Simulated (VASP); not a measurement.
A run of VASP 6.6.1 is set up as follows.

INCAR

```
SYSTEM = Al3Cu
ALGO = Normal ; EDIFF = 1E-6
ENCUT = 600 ; GGA = PS
GGA_COMPAT = .False. ; ISIF = 2
ISMEAR = -1 ; LASPH = .True.
LCHARG = .False. ; LREAL = .False.
LWAVE = .False. ; NBANDS = 18
NELM = 120 ; PREC = Accurate
SIGMA = 0.05
```

The input KPOINTS:

```
k-points
0
Gamma
  7 7 7
  0 0 0
```

File POSCAR:

```
Al3Cu
1.0
    4.0011146767      0.0000000000      0.0000000000
    0.0000000000      4.0011146767      0.0000000000
    0.0000000000      0.0000000000      4.0011146767
Cu Al
1 3
Direct
    0.0000000000      0.0000000000      0.0000000000
    0.5000000000      0.5000000000      0.0000000000
    0.5000000000      0.0000000000      0.5000000000
    0.0000000000      0.5000000000      0.5000000000
```

Potentials or basis: VASP PAW PBE potentials, release 64 (Cu, Al).

Launch:

```sh
$ cat potpaw_PBE.64/Cu/POTCAR potpaw_PBE.64/Al/POTCAR > POTCAR
$ mpirun -np 1 vasp_std > vasp.out
```

Predict the pressure.

-7.1 GPa.

What does it give for the band gap on the k mesh?

Zero (band 10 reaches 9.45 eV, above the bottom of band 11 at 5.80 eV).

Caveat: the PAW data sets were made with another functional, which shifts forces and pressure a little.
